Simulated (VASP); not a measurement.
# PtSeS4 (P-6m2) in VASP: single point with PBE

Aim: the single point of PtSeS4 with PBE.

Program: VASP 6.6.1. These are calculated values, not measurements. Logs are shortened: lines on timing, memory, paths and dates and some standing lists are left out, and cuts for length are marked.

### Step 1. The cell of the first run

It takes space group P-6m2 (No. 187, hexagonal). Conventional cell: a = 6.561 Å, b = 6.561 Å, c = 3.173 Å, α = 90.00°, β = 90.00°, γ = 120.00°. Within 3.2 Å of Pt (site symmetry -6m2) lie 6 S at 2.42 Å and 2 Pt at 3.17 Å. Se (site symmetry -6m2) has 2 Se at 3.17 Å and 15 S at 3.64 to 3.79 Å and 3 Pt at 3.79 Å within 4.2 Å. S (site symmetry -6m2) has 8 S at 2.52 to 3.17 Å within 3.3 Å. Within 3.2 Å of S (site symmetry mm2) lie 2 Pt at 2.42 Å and 6 S at 2.52 to 3.17 Å.

### Step 2. Single point, PBE

File POSCAR:

```
PtSeS4
1.0
    6.5606265860      0.0000000000      0.0000000000
   -3.2803132930      5.6816692882      0.0000000000
    0.0000000000      0.0000000000      3.1734211344
Pt Se S
1 1 4
Direct
    0.3333333333      0.6666666667      0.0000000000
    0.0000000000      0.0000000000      0.0000000000
    0.6666666667      0.3333333333      0.0000000000
    0.4942751359      0.9885502718      0.5000000000
    0.0114497282      0.5057248641      0.5000000000
    0.4942751359      0.5057248641      0.5000000000
```

File INCAR.step1:

```
  PREC = Accurate
  ENCUT = 520
  EDIFF = 1E-7
  ISMEAR = 0
  SIGMA = 0.1
  LREAL = False
  LASPH = True
  NELM = 60
  ALGO = Normal
  ISIF = 2
  LWAVE = False
  LCHARG = True
  LMAXMIX = 4
  GGA = PE
  NBANDS = 29
```

File KPOINTS.step1:

```
Automatic mesh
0
Gamma
  6 6 12
```

File INCAR.step2:

```
  PREC = Accurate
  ENCUT = 520
  EDIFF = 1E-7
  ISMEAR = -5
  SIGMA = 0.1
  LREAL = False
  LASPH = True
  NELM = 60
  ALGO = Normal
  ISIF = 2
  LWAVE = False
  LCHARG = False
  LMAXMIX = 4
  GGA = PE
  LORBIT = 10
  NEDOS = 2001
  ICHARG = 11
```

File KPOINTS.step2:

```
Automatic mesh
0
Gamma
  9 9 18
```

Potentials or basis: VASP PAW PBE potentials, release 64 (Pt, Se, S).

Run with:

```console
cat potpaw_PBE.64/Pt/POTCAR potpaw_PBE.64/Se/POTCAR potpaw_PBE.64/S/POTCAR > POTCAR
cp INCAR.step1 INCAR
cp KPOINTS.step1 KPOINTS
mpirun -np 1 vasp_std > vasp.out
cp INCAR.step2 INCAR
cp KPOINTS.step2 KPOINTS
mpirun -np 1 vasp_std > vasp.out
```

OUTCAR:

```text
PREC = Accurate
   ENCUT = 520
   EDIFF = 1E-7
   ISMEAR = -5
   LREAL = False
   LASPH = True
   NELM = 60
   ISIF = 2
   GGA = PE
   LORBIT = 10
   ICHARG = 11

 ion  position               nearest neighbor table
   1  0.333  0.667  0.000-   4 2.42   4 2.42   5 2.42   5 2.42   6 2.42   6 2.42
   2  0.000  0.000  0.000-
   3  0.667  0.333  0.000-   4 2.52   4 2.52   5 2.52   5 2.52   6 2.52   6 2.52
   4  0.494  0.989  0.500-   1 2.42   1 2.42   3 2.52   3 2.52
   5  0.011  0.506  0.500-   1 2.42   1 2.42   3 2.52   3 2.52
   6  0.494  0.506  0.500-   1 2.42   1 2.42   3 2.52   3 2.52

  LATTYP: Found a hexagonal cell.
 ALAT       =     6.5606265860
 C/A-ratio  =     0.4837070199

  Lattice vectors:

 A1 = (   6.5606265860,   0.0000000000,   0.0000000000)
 A2 = (  -3.2803132930,   5.6816692882,   0.0000000000)
 A3 = (   0.0000000000,   0.0000000000,   3.1734211344)

Analysis of symmetry for initial positions (statically):
=====================================================================
 Subroutine PRICEL returns:
 Original cell was already a primitive cell.

 Routine SETGRP: Setting up the symmetry group for a
 hexagonal supercell.

 Subroutine GETGRP returns: Found 12 space group operations
 (whereof 12 operations were pure point group operations)
 out of a pool of 24 trial point group operations.

The static configuration has the point symmetry D_3h.

Analysis of symmetry for dynamics (positions and initial velocities):
=====================================================================
 Subroutine PRICEL returns:
 Original cell was already a primitive cell.

 Routine SETGRP: Setting up the symmetry group for a
 hexagonal supercell.

 Subroutine GETGRP returns: Found 12 space group operations
 (whereof 12 operations were pure point group operations)
 out of a pool of 24 trial point group operations.

The dynamic configuration has the point symmetry D_3h.

 Subroutine INISYM returns: Found 12 space group operations
 (whereof 12 operations are pure point group operations),
 and found     1 'primitive' translations

----------------------------------------------------------------------------------------

                                     Primitive cell

  volume of cell :     118.2903

  direct lattice vectors                    reciprocal lattice vectors
[... 109 lines left out ...]
   NUPDOWN=      -1.0000    fix difference up-down
   EMIN   =  10.00;   EMAX   =-10.00  energy-range for DOS
   EFERMI =   0.00;   METHOD = LEGACY
   ISMEAR =    -5;   SIGMA  =   0.10  broadening in eV -4-tet -1-fermi 0-gaus
   EFERMI_NEDOS =   21; number of points for ismear=-14 and -15
   IALGO  =     38    algorithm
   IMIX   =      4    mixing-type and parameters
     AMIX     =   0.40;   BMIX     =  1.00
     AMIX_MAG =   1.60;   BMIX_MAG =  1.00
  volume/ion in A,a.u.               =      19.72       133.04
  Fermi-wavevector in a.u.,A,eV,Ry     =   1.140543  2.155315 17.698994  1.300839
  Thomas-Fermi vector in A             =   2.277245
   LORBIT       =     10    0 simple, 1 ext, 2 COOP (PROOUT), +10 PAW based schemes
   GGA     = PE    functional components
   LHFCALC =     F    Hartree Fock is set to
   AEXX    =    0.0000 exact exchange contribution
   IVDW    =     0    specifies the selected vdW correction
   LEPSILON=     F    determine dielectric tensor
   LRPA    =     F    only Hartree local field effects (RPA)
 non-spin polarized calculation
 Fermi weights with tetrahedron method with Bloechl corrections
  energy-cutoff  :      520.00
  volume of cell :      118.29
 maximum number of plane-waves:      3234
 NGX is ok and might be reduce to    50

 number of electron      40.0000004 magnetization

 Free energy of the ion-electron system (eV)
  ---------------------------------------------------
  ext. energy  EPLUGINS =         0.00000000
  ---------------------------------------------------
  free energy    TOTEN  =       -22.25338341 eV

  energy without entropy =      -22.25338341  energy(sigma->0) =      -22.25338341

 E-fermi :   5.1980     XC(G=0): -10.2643

 val. band max:        5.2661575956   @ k =   0.1111   0.1111   0.0000
 cond. band min:       5.1635103781   @ k =   0.3333   0.2222   0.3889
 fundamental gap:     -0.1026472176
 Fermi energy:         5.1980485075

 k-point     1 :       0.0000    0.0000    0.0000
  band No.  band energies     occupation
      1     -10.8084      2.00000
      2      -7.9840      2.00000
      3      -7.9839      2.00000
      4      -7.2652      2.00000
      5      -6.7509      2.00000
      6      -0.5300      2.00000
[... 637 lines left out ...]
     23       6.9894      0.00000
     24       7.8061      0.00000

 [... further k-points ...]

------------------------ aborting loop because EDIFF is reached ----------------------------------------

  FORCE on cell =-STRESS in cart. coord.  units (eV):
  Direction    XX          YY          ZZ          XY          YZ          ZX
  --------------------------------------------------------------------------------------
  -------------------------------------------------------------------------------------
  Total       -0.5396439     -0.5396439     -0.3732461     -0.0000000      0.0000000      0.0000000
  in kB       -7.3091835     -7.3091835     -5.0554154     -0.0000000      0.0000000      0.0000000
  external PRESSURE =      -6.5579275 kB  Pullay stress =       0.0000000 kB

 VOLUME and BASIS-vectors are now :
 -----------------------------------------------------------------------------
  energy-cutoff  :      520.00
  volume of cell :      118.29
      direct lattice vectors                 reciprocal lattice vectors
     6.560626586  0.000000000  0.000000000     0.152424465  0.088002306  0.000000000
    -3.280313293  5.681669288  0.000000000     0.000000000  0.176004612  0.000000000
     0.000000000  0.000000000  3.173421134     0.000000000  0.000000000  0.315117332

 POSITION                                       TOTAL-FORCE (eV/Angst)
 -----------------------------------------------------------------------------------
     -0.00000      3.78778      0.00000        -0.000000      0.000000      0.000000
      0.00000      0.00000      0.00000        -0.000000     -0.000000      0.000000
      3.28031      1.89389      0.00000        -0.000000      0.000000      0.000000
     -0.00000      5.61662      1.58671        -0.000000     -0.017014      0.000000
     -1.58382      2.87336      1.58671         0.014735      0.008507     -0.000000
      1.58382      2.87336      1.58671        -0.014735      0.008507     -0.000000
 -----------------------------------------------------------------------------------
    total drift:                                0.001710     -0.000987     -0.000000

  FREE ENERGIE OF THE ION-ELECTRON SYSTEM (eV)
  ---------------------------------------------------
  free  energy   TOTEN  =       -22.2533834129 eV

  energy  without entropy=      -22.2533834129  energy(sigma->0) =      -22.25338341

 total charge

# of ion       s       p       d       tot
------------------------------------------
    1        0.682   0.619   8.025   9.326
    2        1.517   2.042   0.011   3.570
    3        1.422   2.071   0.000   3.493
    4        1.403   2.147   0.000   3.551
    5        1.403   2.147   0.000   3.551
    6        1.403   2.147   0.000   3.551
--------------------------------------------------
tot          7.832  11.173   8.036  27.041
```

Wall time 3.9 min (1 thread of Intel Xeon 6975P-C (Granite Rapids), shared host); peak memory 0.47 GiB.

Results:

```yaml
Valence_electrons_inside_the_program's_atomic_spheres: Pt 9.33; Se 3.57; S 3.49, 3.55 (each value once)
```

Caveat: spin-orbit coupling is left out, which moves the levels of the heavy elements; tetrahedron occupations give inexact forces and stress in metals.
